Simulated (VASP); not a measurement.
Set up this calculation in VASP 6.6.1, as the native input.

- Task: single point
- Functional: PBE
- Potentials or basis: VASP PAW PBE potentials, release 64 (Sr_sv, Ti_sv, O)
- Cutoff: 520 eV
- k mesh: 6 × 6 × 6
- Occupations: gaussian, width 0.1 eV
- Spin: no spin polarisation
- Dipole correction: no
- Further INCAR settings: ALGO = Normal; EDIFF = 1e-06; NBANDS = 28

The structure of SrTiO3 (Tausonite) lies in POSCAR:

```
SrTiO3
1.0
    3.9180559439      0.0000000000      0.0000000000
    0.0000000000      3.9180559439      0.0000000000
    0.0000000000      0.0000000000      3.9180559439
Sr Ti O
1 1 3
Direct
    0.5000000000      0.5000000000      0.5000000000
    0.0000000000      0.0000000000      0.0000000000
    0.5000000000      0.0000000000      0.0000000000
    0.0000000000      0.5000000000      0.0000000000
    0.0000000000      0.0000000000      0.5000000000
```

The input as run:

INCAR

```
ALGO = Normal ; EDIFF = 1E-6
ENCUT = 520 ; GGA = PE
ISIF = 2 ; ISMEAR = 0
LASPH = T ; LCHARG = F
LREAL = F ; LWAVE = F
NBANDS = 28 ; NELM = 80
PREC = Accurate ; SIGMA = 0.1
```

KPOINTS

```
k-points
0
Gamma
  6 6 6
```

Potentials or basis: VASP PAW PBE potentials, release 64 (Sr_sv, Ti_sv, O).

The run is started by

```console
$ cat potpaw_PBE.64/Sr_sv/POTCAR potpaw_PBE.64/Ti_sv/POTCAR potpaw_PBE.64/O/POTCAR > POTCAR
$ mpirun -np 1 vasp_std > vasp.out
```

Results of the run:

* Pressure: 3.1 GPa
* Band gap on the k mesh: 1.84 eV, indirect (least direct gap 2.20 eV)

It took 25 s on 1 thread of AMD EPYC 9R45 96-Core Processor (Zen 5), on a shared host, peak memory 0.16 GiB.
